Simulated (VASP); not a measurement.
Here is a VASP 6.6.1 calculation.

File POSCAR:

```
Pd
1.0
    0.0000000000      1.9465000000      1.9465000000
    1.9465000000      0.0000000000      1.9465000000
    1.9465000000      1.9465000000      0.0000000000
Pd
1
Direct
    0.0000000000      0.0000000000      0.0000000000
```

The input INCAR.step1:

```
PREC = Accurate
ENCUT = 520
EDIFF = 1E-5
ISMEAR = -1
SIGMA = 0.05
LREAL = F
LASPH = T
NELM = 100
ALGO = Normal
ISIF = 2
LWAVE = T
LCHARG = F
NBANDS = 11
GGA = PE
```

File INCAR.step2:

```
PREC = Accurate
ENCUT = 520
EDIFF = 1E-7
ISMEAR = -1
SIGMA = 0.05
LREAL = F
LASPH = T
NELM = 100
ALGO = Normal
ISIF = 2
LWAVE = F
LCHARG = F
GGA = B5
LHFCALC = T
AEXX = 0.5
ALDAX = 0.5
AGGAX = 0.5
AGGAC = 1.0
ALDAC = 0.0
PRECFOCK = Normal
NBANDS = 11
ISTART = 1
```

The input KPOINTS:

```
Automatic mesh
0
Gamma
  6 6 6
```

Potentials or basis: VASP PAW PBE potentials, release 64 (Pd).

Run with:

```bash
$ cat potpaw_PBE.64/Pd/POTCAR > POTCAR
$ cp INCAR.step1 INCAR
$ mpirun -np 1 vasp_std > vasp.out
$ cp INCAR.step2 INCAR
$ mpirun -np 1 vasp_std > vasp.out
```

Estimate the band gap on the k mesh.

zero (bands 5 and 6 overlap by 4.47 eV).

Estimate the pressure.

7.5 GPa.

Caveat: the k points lie up to 0.47 Å⁻¹ apart, too coarse for converged energies and pressures of a metal; the PAW data sets were made with another functional, which shifts forces and pressure a little.
